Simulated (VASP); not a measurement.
A run of VASP 6.6.1 is set up as follows.

The input INCAR:

```
SYSTEM = W
  ALGO = Normal
  EDIFF = 1E-7
  ENCUT = 520
  ISIF = 2
  ISMEAR = -1
  LASPH = .TRUE.
  LCHARG = .TRUE.
  LELF = .TRUE.
  LREAL = .FALSE.
  LVHAR = .TRUE.
  LWAVE = .FALSE.
  NBANDS = 13
  NELM = 100
  PREC = Accurate
  SIGMA = 0.05
```

Contents of KPOINTS:

```
k-points
0
G
  8 8 8
  0 0 0
```

POSCAR

```
W
1.0
    0.0496270115      2.0220785914      2.0510701105
    2.0895158199      0.0133876126      2.0873095094
    2.1048501771      2.0736523475     -0.0019467446
W
1
Direct
    0.0000000000      0.0000000000      0.0000000000
```

Potentials or basis: VASP PAW LDA potentials, release 64 (W_sv).

Launch:

```bash
$ cat potpaw_LDA.64/W_sv/POTCAR > POTCAR
$ mpirun -np 1 vasp_std > vasp.out
```

Estimate the pressure.

-26.2 GPa.

Estimate the band gap on the k mesh.

zero (band 7 reaches 12.53 eV, above the bottom of band 8 at 9.03 eV).

Stress tensor (GPa, compression positive):
```
-24.53   4.64   2.46
  4.64 -29.73  -3.18
  2.46  -3.18 -24.44
```

Caveat: spin-orbit coupling is left out, which moves the levels of the heavy elements.
